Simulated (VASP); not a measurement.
Input of a VASP 6.6.1 run:

INCAR

```
PREC = Accurate
ENCUT = 520
EDIFF = 1E-6
ISMEAR = 0
SIGMA = 0.01
LREAL = False
LASPH = True
NELM = 80
ALGO = Normal
ISIF = 2
LWAVE = False
LCHARG = True
GGA = PS
LELF = True
LVHAR = True
NBANDS = 11
```

File KPOINTS:

```
regular mesh
0
Gamma
  6 6 6
```

POSCAR

```
BN
1.0
    0.0000000000      1.8075000000      1.8075000000
    1.8075000000      0.0000000000      1.8075000000
    1.8075000000      1.8075000000      0.0000000000
B N
1 1
Direct
    0.0000000000      0.0000000000      0.0000000000
    0.2500000000      0.2500000000      0.2500000000
```

Potentials or basis: VASP PAW PBE potentials, release 64 (B, N).

The run is started by

```console
$ cat potpaw_PBE.64/B/POTCAR potpaw_PBE.64/N/POTCAR > POTCAR
$ mpirun -np 1 vasp_std > vasp.out
```

(1) Predict the pressure.

(2) Estimate the band gap on the k mesh.

Answers

(1) -2.3 GPa.

(2) 4.27 eV, indirect (least direct gap 8.76 eV).

Caveat: the k points lie up to 0.50 Å⁻¹ apart; the PAW data sets were made with another functional, which shifts forces and pressure a little.
